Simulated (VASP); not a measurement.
PbSe: single point with PBE+D3(BJ)

PbSe:

```
Pb Se
1.0
    -0.25303    3.15143    3.06709
     3.15143   -0.25303    3.06709
     2.89840    2.89840    0.00000
Pb Se
1 1
Direct
  0.00000 0.00000 0.00000
  0.50000 0.50000 0.50000
```

```
Program             : VASP 6.6.1
Task                : single point
Functional          : PBE
Dispersion          : D3(BJ)
Potentials or basis : VASP PAW PBE potentials, release 64 (Pb_d, Se)
Cutoff              : 520 eV
k mesh              : 10 × 10 × 10
Occupations         : gaussian, width 0.03 eV
Spin                : no spin polarisation
```

```yaml
Pressure: -2.4 GPa
Band_gap_on_the_k_mesh: zero (bands 10 and 11 overlap by 0.29 eV)
Dispersion_energy_per_atom: -0.349 eV
```

Stress tensor (GPa, compression positive):
```
-3.08  2.71  0.00
 2.71 -3.08  0.00
 0.00  0.00 -0.91
```

Levels at points of the mesh, in eV from the Fermi level:
```tsv
k point	band 6	band 7	band 8	band 9	band 10	band 11	band 12	band 13	band 14	band 15
(0.00, 0.00, 0.00)	-13.12	-6.54	-2.06	-1.85	-0.92	4.43	4.64	4.84	5.69	6.88
(0.50, 0.00, 0.00)	-12.25	-8.75	-1.22	-0.83	0.15	0.61	2.06	2.46	8.15	8.22
(0.50, 0.50, 0.00)	-11.84	-7.51	-4.57	-3.55	-2.11	4.11	5.25	5.55	5.93	11.24
(0.00, 0.00, 0.50)	-12.10	-8.30	-1.56	-1.40	-0.26	-0.14	1.27	1.86	8.55	9.50
(0.50, 0.00, 0.50)	-11.91	-7.25	-4.49	-2.97	-2.72	3.97	4.26	5.74	5.83	9.63
```

Wall time 76 s on 1 thread of AMD EPYC 9R45 96-Core Processor (Zen 5), on a shared host, peak memory 0.3 GiB.

Caveat: semilocal functionals underestimate gaps, and a narrow one can read as zero; spin-orbit coupling is left out, which moves the levels of the heavy elements.
